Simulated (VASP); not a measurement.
# FeGe (P2_13) in VASP: single point with r2SCAN

Aim: the single point of FeGe with r2SCAN.

All numbers are computed with VASP 6.6.1; they aren't measurements. Logs are shortened: lines on timing, memory, paths and dates and some standing lists are left out, and cuts for length are marked.

## Step 1: The cell of the first run

It takes space group P2_13 (No. 198, cubic). The conventional cell has a = 4.712 Å, b = 4.712 Å, c = 4.712 Å, α = 90.00°, β = 90.00°, γ = 90.00°. Ge (site symmetry 3) has 7 Fe at 2.39 to 2.65 Å and 6 Ge at 2.92 Å within 3.2 Å. Within 3.2 Å of Fe (site symmetry 3) lie 7 Ge at 2.39 to 2.65 Å and 6 Fe at 2.89 Å.

## Step 2: Single point, r2SCAN

POSCAR reads:

```
FeGe
1.0
    4.7124210000      0.0000000000      0.0000000000
    0.0000000000      4.7124210000      0.0000000000
    0.0000000000      0.0000000000      4.7124210000
Ge Fe
4 4
Direct
    0.8420000000      0.8420000000      0.8420000000
    0.6580000000      0.1580000000      0.3420000000
    0.3420000000      0.6580000000      0.1580000000
    0.1580000000      0.3420000000      0.6580000000
    0.1350000000      0.1350000000      0.1350000000
    0.3650000000      0.8650000000      0.6350000000
    0.6350000000      0.3650000000      0.8650000000
    0.8650000000      0.6350000000      0.3650000000
```

INCAR.step1 reads:

```
PREC = Accurate
ENCUT = 520
ISMEAR = -1
SIGMA = 0.1078
LREAL = False
LASPH = True
NELM = 100
NBANDS = 54
GGA = PE
ALGO = Normal
EDIFF = 1E-4
LWAVE = True
LCHARG = False
```

INCAR.step2 reads:

```
PREC = Accurate
ENCUT = 520
EDIFF = 1E-7
ISMEAR = -1
SIGMA = 0.1078
LREAL = False
LASPH = True
NELM = 100
ALGO = Normal
ISIF = 2
LWAVE = False
LCHARG = False
METAGGA = R2SCAN
LMIXTAU = True
NBANDS = 54
ISTART = 1
```

KPOINTS reads:

```
Automatic mesh
0
Gamma
  7 7 7
```

Potentials or basis: VASP PAW PBE potentials, release 64 (Ge_d, Fe).

The run is started by

```
> cat potpaw_PBE.64/Ge_d/POTCAR potpaw_PBE.64/Fe/POTCAR > POTCAR
> cp INCAR.step1 INCAR
> mpirun -np 1 vasp_std > vasp.out
> cp INCAR.step2 INCAR
> mpirun -np 1 vasp_std > vasp.out
```

OUTCAR:

```text
PREC = Accurate
   ENCUT = 520
   EDIFF = 1E-7
   ISMEAR = -1
   LREAL = False
   LASPH = True
   NELM = 100
   ISIF = 2
   METAGGA = R2SCAN
   ISTART = 1

 ion  position               nearest neighbor table
   1  0.842  0.842  0.842-   5 2.39   6 2.45   7 2.45   8 2.45   7 2.65   8 2.65   6 2.65   2 2.92
                             3 2.92   2 2.92   3 2.92   4 2.92   4 2.92
   2  0.658  0.158  0.342-   6 2.39   5 2.45   7 2.45   8 2.45   7 2.65   8 2.65   5 2.65   1 2.92
                             1 2.92   4 2.92   4 2.92   3 2.92   3 2.92
   3  0.342  0.658  0.158-   7 2.39   6 2.45   5 2.45   8 2.45   8 2.65   6 2.65   5 2.65   4 2.92
                             1 2.92   4 2.92   1 2.92   2 2.92   2 2.92
   4  0.158  0.342  0.658-   8 2.39   6 2.45   7 2.45   5 2.45   6 2.65   5 2.65   7 2.65   3 2.92
                             2 2.92   2 2.92   3 2.92   1 2.92   1 2.92
   5  0.135  0.135  0.135-   1 2.39   2 2.45   3 2.45   4 2.45   3 2.65   4 2.65   2 2.65   6 2.89
                             7 2.89   8 2.89   6 2.89   8 2.89   7 2.89
   6  0.365  0.865  0.635-   2 2.39   1 2.45   3 2.45   4 2.45   3 2.65   4 2.65   1 2.65   8 2.89
                             5 2.89   5 2.89   7 2.89   7 2.89   8 2.89
   7  0.635  0.365  0.865-   3 2.39   2 2.45   1 2.45   4 2.45   4 2.65   2 2.65   1 2.65   8 2.89
                             5 2.89   8 2.89   6 2.89   6 2.89   5 2.89
   8  0.865  0.635  0.365-   4 2.39   2 2.45   3 2.45   1 2.45   2 2.65   1 2.65   3 2.65   7 2.89
                             5 2.89   7 2.89   5 2.89   6 2.89   6 2.89

  LATTYP: Found a simple cubic cell.
 ALAT       =     4.7124210000

  Lattice vectors:

 A1 = (   4.7124210000,   0.0000000000,   0.0000000000)
 A2 = (   0.0000000000,   4.7124210000,   0.0000000000)
 A3 = (   0.0000000000,   0.0000000000,   4.7124210000)

Analysis of symmetry for initial positions (statically):
=====================================================================
 Subroutine PRICEL returns:
 Original cell was already a primitive cell.

 Routine SETGRP: Setting up the symmetry group for a
 simple cubic supercell.

 Subroutine GETGRP returns: Found 12 space group operations
 (whereof  3 operations were pure point group operations)
 out of a pool of 48 trial point group operations.

The static configuration has the point symmetry C_3 .
 The point group associated with its full space group is T   .

Analysis of symmetry for dynamics (positions and initial velocities):
=====================================================================
 Subroutine PRICEL returns:
 Original cell was already a primitive cell.

 Routine SETGRP: Setting up the symmetry group for a
 simple cubic supercell.

 Subroutine GETGRP returns: Found 12 space group operations
[... 124 lines left out ...]
   TEBEG  =    0.0;   TEEND  =   0.0 temperature during run
   PSTRESS=    0.0 pullay stress
   NELECT =      88.0000    total number of electrons
   NUPDOWN=      -1.0000    fix difference up-down
   EMIN   =  10.00;   EMAX   =-10.00  energy-range for DOS
   EFERMI =   0.00;   METHOD = LEGACY
   ISMEAR =    -1;   SIGMA  =   0.11  broadening in eV -4-tet -1-fermi 0-gaus
   EFERMI_NEDOS =   21; number of points for ismear=-14 and -15
   IALGO  =     38    algorithm
   IMIX   =      4    mixing-type and parameters
     AMIX     =   0.40;   BMIX     =  1.00
     AMIX_MAG =   1.60;   BMIX_MAG =  1.00
  volume/ion in A,a.u.               =      13.08        88.28
  Fermi-wavevector in a.u.,A,eV,Ry     =   1.545225  2.920051 32.486894  2.387719
  Thomas-Fermi vector in A             =   2.650634
   LORBIT       =      0    0 simple, 1 ext, 2 COOP (PROOUT), +10 PAW based schemes
   METAGGA = R2SCAN    functional components
   LHFCALC =     F    Hartree Fock is set to
   AEXX    =    0.0000 exact exchange contribution
   IVDW    =     0    specifies the selected vdW correction
   LEPSILON=     F    determine dielectric tensor
   LRPA    =     F    only Hartree local field effects (RPA)
 non-spin polarized calculation
  energy-cutoff  :      520.00
  volume of cell :      104.65
 maximum number of plane-waves:      2849
   NGX = 17   NGY = 17   NGZ = 17

 number of electron      87.9999947 magnetization

 Free energy of the ion-electron system (eV)
  ---------------------------------------------------
  ext. energy  EPLUGINS =         0.00000000
  ---------------------------------------------------
  free energy    TOTEN  =      -111.03873695 eV

  energy without entropy =     -110.78743347  energy(sigma->0) =     -110.91308521

 E-fermi :   7.6274     XC(G=0): -14.0542

 val. band max:        7.5489209442   @ k =   0.2857   0.0000   0.0000
 cond. band min:       7.7391932600   @ k =   0.4286   0.0000   0.0000
 fundamental gap:      0.1902723158
 Fermi energy:         7.6274177579

 k-point     1 :       0.0000    0.0000    0.0000
  band No.  band energies     occupation
      1     -17.7345      2.00000
      2     -17.7345      2.00000
      3     -17.7345      2.00000
      4     -17.6989      2.00000
      5     -17.6989      2.00000
      6     -17.6989      2.00000
[... 1357 lines left out ...]
     53      13.0449      0.00000
     54      13.1374      0.00000

------------------------ aborting loop because EDIFF is reached ----------------------------------------

  FORCE on cell =-STRESS in cart. coord.  units (eV):
  Direction    XX          YY          ZZ          XY          YZ          ZX
  --------------------------------------------------------------------------------------
  -------------------------------------------------------------------------------------
  Total       -9.0156575     -9.0156575     -9.0156575     -0.0000000     -0.0000000      0.0000000
  in kB     -138.0307161   -138.0307161   -138.0307161     -0.0000000     -0.0000000      0.0000000
  external PRESSURE =    -138.0307161 kB  Pullay stress =       0.0000000 kB

 VOLUME and BASIS-vectors are now :
 -----------------------------------------------------------------------------
  energy-cutoff  :      520.00
  volume of cell :      104.65
      direct lattice vectors                 reciprocal lattice vectors
     4.712421000  0.000000000  0.000000000     0.212205149  0.000000000  0.000000000
     0.000000000  4.712421000  0.000000000     0.000000000  0.212205149  0.000000000
     0.000000000  0.000000000  4.712421000     0.000000000  0.000000000  0.212205149

 POSITION                                       TOTAL-FORCE (eV/Angst)
 -----------------------------------------------------------------------------------
      3.96786      3.96786      3.96786        -0.241948     -0.241948     -0.241948
      3.10077      0.74456      1.61165         0.241948      0.241948     -0.241948
      1.61165      3.10077      0.74456        -0.241948      0.241948      0.241948
      0.74456      1.61165      3.10077         0.241948     -0.241948      0.241948
      0.63618      0.63618      0.63618        -0.180285     -0.180285     -0.180285
      1.72003      4.07624      2.99239         0.180285      0.180285     -0.180285
      2.99239      1.72003      4.07624        -0.180285      0.180285      0.180285
      4.07624      2.99239      1.72003         0.180285     -0.180285      0.180285
 -----------------------------------------------------------------------------------
    total drift:                               -0.000001     -0.000000     -0.000000

  FREE ENERGIE OF THE ION-ELECTRON SYSTEM (eV)
  ---------------------------------------------------
  free  energy   TOTEN  =      -111.0387369514 eV

  energy  without entropy=     -110.7874334681  energy(sigma->0) =     -110.91308521
```

OUTCAR.step1:

```text
PREC = Accurate
   ENCUT = 520
   ISMEAR = -1
   LREAL = False
   LASPH = True
   NELM = 100
[... 1617 lines left out ...]
      1.72003      4.07624      2.99239         0.106267      0.106267     -0.106267
      2.99239      1.72003      4.07624        -0.106267      0.106267      0.106267
      4.07624      2.99239      1.72003         0.106267     -0.106267      0.106267
 -----------------------------------------------------------------------------------
    total drift:                               -0.000001      0.000000     -0.000000

  FREE ENERGIE OF THE ION-ELECTRON SYSTEM (eV)
  ---------------------------------------------------
  free  energy   TOTEN  =       -51.6570384181 eV

  energy  without entropy=      -51.2818567836  energy(sigma->0) =      -51.46944760
```

Run time: 14 min. Hardware: 1 thread of Intel Xeon 8259CL, shared host; peak memory 0.28 GiB.

Results:

- Free energy: -111.0387 eV
- Pressure: -13.8 GPa
- Largest force: 0.419 eV/Å
- Band gap on the k mesh: 0.19 eV (least direct gap 0.23 eV)

Forces in eV/Å, atoms in the order of the input:
```
Ge  -0.242 -0.242 -0.242
Ge   0.242  0.242 -0.242
Ge  -0.242  0.242  0.242
Ge   0.242 -0.242  0.242
Fe  -0.180 -0.180 -0.180
Fe   0.180  0.180 -0.180
Fe  -0.180  0.180  0.180
Fe   0.180 -0.180  0.180
```

Caveat: the cell stands under tension; the PAW data sets were made with another functional, which shifts forces and pressure a little; an odd mesh through Γ misses points on the zone boundary, where band edges can lie.
